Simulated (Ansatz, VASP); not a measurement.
## Two plane-wave programs on Sb

File INCAR:

```
SYSTEM = Sb
AGGAC = 1.0
AGGAX = 1.0
ALDAC = 0.0
ALDAX = 1.0
ALGO = Normal
EDIFF = 1E-7
EDIFFG = -0.01
ENCUT = 600
GGA = B5
IBRION = 2
ISIF = 3
ISMEAR = -1
IVDW = 13
LASPH = .TRUE.
LCHARG = .FALSE.
LREAL = .FALSE.
LWAVE = .FALSE.
NELM = 80
NSW = 60
PREC = Accurate
SIGMA = 0.05
VDW_A1 = 0.44488865
VDW_A2 = 4.0933009
VDW_S6 = 1.0
VDW_S8 = 2.34076671
```

File KPOINTS:

```
k-points
0
G
  12 12 12
  0 0 0
```

The input POSCAR:

```
Sb
1.0
   -1.5765401831      1.5765401831      2.7119384313
    1.5765401831     -1.5765401831      2.7119384313
    1.5765401831      1.5765401831     -2.7119384313
Sb
1
Direct
    0.0000000000      0.0000000000      0.0000000000
```

input.yaml

```yaml
crystal:
  lattice:
    - [-1.5765401831, 1.5765401831, 2.7119384313]
    - [1.5765401831, -1.5765401831, 2.7119384313]
    - [1.5765401831, 1.5765401831, -2.7119384313]
  atoms:
    - { symbol: Sb, position: [0.0, 0.0, 0.0] }
hamiltonian:
  xc: blyp
  pseudopotentials: { kind: paw }
  dispersion: d4
kpoints:
  mp_grid: { grid: [12, 12, 12] }
scf:
  occupations: { method: fermi_dirac, width: 0.05 }
output:
  forces: true
  stress: true
  eigenvalues: true
relax:
  f_tol: 0.01
  max_steps: 40
  cell: { stress_tol: 0.05 }
```

Alike in both runs: task relaxation of cell and atoms; functional BLYP; dispersion D4; k mesh 12 × 12 × 12; occupations fermi-dirac, width 0.05 eV; no spin polarisation.

|  | VASP | Ansatz |
| --- | --- | --- |
| version | VASP 6.6.1 | Ansatz 0.2.0 |
| potentials or method | VASP PAW PBE potentials, release 64 (Sb) | Ansatz PAW |
| plane-wave cutoff (eV) | 600 | 420 |
| valence electrons in the cell | 5 | 15 |

VASP gave:

```
gap on the k mesh at the Fermi level, each at its own relaxed structure (eV) : none
relaxed volume (Å³/atom)                                                     : 27.99
relaxed length of the cell vector where the two differ most in proportion (Å)              : 3.601
```

Task: Estimate Ansatz's values.

Result: gap on the k mesh at the Fermi level, each at its own relaxed structure (eV): none; relaxed volume (Å³/atom): 27.88; relaxed length of the cell vector where the two differ most in proportion (Å): 3.596.

VASP's potentials were made for PBE, not for BLYP. A gap of «none» marks a metal or a gap that the smearing closes. VASP's potentials hold 5 valence electrons a cell and Ansatz's 15, so a difference there can come from the potentials and not from the codes.

Spin-orbit coupling is off throughout. Noted on Ansatz's run: the plane-wave basis is chosen anew once the cell has moved, so the energies of steps on either side of that aren't comparable.
